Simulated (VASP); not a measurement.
Zr, 2 atoms in the cell. It takes space group P6_3/mmc (No. 194, hexagonal). The conventional cell has a = 3.232 Å, b = 3.232 Å, c = 5.147 Å, α = 90.00°, β = 90.00°, γ = 120.00°. Within 4.2 Å of Zr (site symmetry -6m2) lie 12 Zr at 3.18 to 3.23 Å. 

* Program: VASP 6.6.1
* Task: relaxation of cell and atoms
* Functional: PBEsol
* Potentials or basis: VASP PAW PBE potentials, release 64 (Zr_sv)
* Cutoff: 600 eV
* k mesh: 17 × 17 × 9
* Occupations: fermi-dirac, width 0.1 eV
* Spin: no spin polarisation
* Dipole correction: no
* Further INCAR settings: ALGO = Normal; EDIFF = 1e-06; IBRION = 2; EDIFFG = -0.01; NSW = 80; ISIF = 3

Potentials or basis: VASP PAW PBE potentials, release 64 (Zr_sv).

Run with:

```console
$ cat potpaw_PBE.64/Zr_sv/POTCAR > POTCAR
$ mpirun -np 1 vasp_std > vasp.out
```

Hardware: 1 thread of Intel(R) Xeon(R) 6975P-C (Granite Rapids), on a shared host.

**Question.** Estimate the wall time of this run.

**Answer.** Run time: 4 min on 1 thread of Intel(R) Xeon(R) 6975P-C (Granite Rapids), on a shared host, peak memory 0.28 GiB. Counts: scf iterations 47, k points 165, ion steps 6.
